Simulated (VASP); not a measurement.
Wanted: the native input for a VASP 6.6.1 run.

```yaml
Task: single point
Functional: PBE
Potentials_or_basis: VASP PAW PBE potentials, release 64 (Se)
Cutoff: 520 eV
k_mesh: 15 × 15 × 15
Occupations: fermi-dirac, width 0.05 eV
Spin: no spin polarisation
Dipole_correction: no
Further_INCAR_settings: ALGO = Normal; EDIFF = 1e-06; NBANDS = 9
```

The structure of Se lies in POSCAR:

```
Se
1.0
    0.0000000000      1.9781521639      1.9781521639
    1.9781521639      0.0000000000      1.9781521639
    1.9781521639      1.9781521639      0.0000000000
Se
1
Direct
    0.0000000000      0.0000000000      0.0000000000
```

This isn't the form of Se at room conditions, which is trigonal, of chains.

The input as run:

INCAR

```
SYSTEM = Se
PREC     = Accurate       ! precision mode
ENCUT    = 520            ! plane-wave cutoff, eV
EDIFF    = 1E-6           ! SCF threshold, eV
ISMEAR   = -1             ! smearing method
SIGMA    = 0.05           ! smearing width, eV
LREAL    = .False.        ! projectors in reciprocal space
LASPH    = .True.         ! aspherical terms in the spheres
NELM     = 80             ! most SCF steps
ALGO     = Normal         ! electronic algorithm
ISIF     = 2              ! what is computed and relaxed
LWAVE    = .False.        ! write WAVECAR
LCHARG   = .False.        ! write CHGCAR
GGA      = PE             ! functional
NBANDS   = 9              ! bands
```

KPOINTS

```
Automatic mesh
0
Gamma
  15 15 15
  0 0 0
```

Potentials or basis: VASP PAW PBE potentials, release 64 (Se).

Command:

```console
$ cat potpaw_PBE.64/Se/POTCAR > POTCAR
$ mpirun -np 1 vasp_std > vasp.out
```

It gave:

* Pressure: 36.1 GPa
* Band gap on the k mesh: zero (bands 3 and 4 overlap by 7.89 eV)

Caveat: the cell stands under pressure.

It took 14 s on 1 thread of Intel Xeon 8259CL, with other jobs on the host, peak memory 0.15 GiB.
